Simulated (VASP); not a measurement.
The system is Ca.

```
Ca
1.0
     3.95160    0.00000    0.00000
     1.97580    3.42218    0.00000
     1.97580    1.14073    3.22646
Ca
1
Direct
  0.00000 0.00000 0.00000
```

| Property | Result |
| --- | --- |
| Program | VASP 6.6.1 |
| Task | relaxation of cell and atoms |
| Functional | LDA |
| Potentials or basis | VASP PAW LDA potentials, release 64 (Ca_sv) |
| Cutoff | 600 eV |
| k mesh | 8 × 8 × 8 |
| Occupations | fermi-dirac, width 0.1 eV |
| Spin | no spin polarisation |

At the start: pressure -2.1 GPa; volume 43.63 Å³/atom.

Q: How do energy, volume and symmetry change on relaxing?

A: Over 3 steps the energy falls by 39.3 meV/atom and the volume is 38.25 Å³/atom (-12.3 %); space group Fm-3m (No. 225, to 0.05 Å).

Step by step:
| step | energy change (eV) | largest force (eV/Å) | pressure (GPa) | volume (Å³) |
| --- | --- | --- | --- | --- |
| 1 | 0.0000 | 0.0000 | -2.11 | 43.63 |
| 2 | -0.0337 | 0.0000 | -0.89 | 40.10 |
| 3 | -0.0393 | 0.0000 | -0.04 | 38.25 |

Final structure:
```yaml
crystal:
  lattice:
    - [3.78194, 0.00000, 0.00000]
    - [1.89097, 3.27525, 0.00000]
    - [1.89097, 1.09175, 3.08794]
  atoms:
    - { symbol: Ca, position: [0.00000, 0.00000, 0.00000] }
```

Caveat: the volume moved by -12 % from the deposited cell, more than functionals usually miss.
